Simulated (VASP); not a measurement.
A run of VASP 6.6.1 is set up as follows.

Contents of INCAR:

```
SYSTEM = Si
PREC = Accurate
ENCUT = 500
EDIFF = 1E-6
ISMEAR = -1
SIGMA = 0.1
LREAL = .False.
LASPH = .True.
NELM = 120
ALGO = Normal
ISIF = 2
LWAVE = .False.
LCHARG = .True.
GGA = CA
LELF = .True.
LVHAR = .True.
NBANDS = 11
GGA_COMPAT = .False.
```

KPOINTS

```
regular mesh
0
Gamma
  13 13 13
  0 0 0
```

File POSCAR:

```
Si
1.0
    0.0000000000      2.5072754596      2.5072754596
    2.5072754596      0.0000000000      2.5072754596
    2.5072754596      2.5072754596      0.0000000000
Si
2
Direct
   -0.1250000000     -0.1250000000     -0.1250000000
    0.1250000000      0.1250000000      0.1250000000
```

Potentials or basis: VASP PAW LDA potentials, release 64 (Si).

Command:

```console
$ cat potpaw_LDA.64/Si/POTCAR > POTCAR
$ mpirun -np 1 vasp_std > vasp.out
```

**Question.** Predict the band gap on the k mesh.

**Answer.** Zero (band 4 reaches 8.49 eV, above the bottom of band 5 at 8.46 eV).

**Question.** Predict the pressure.

**Answer.** 34.1 GPa.
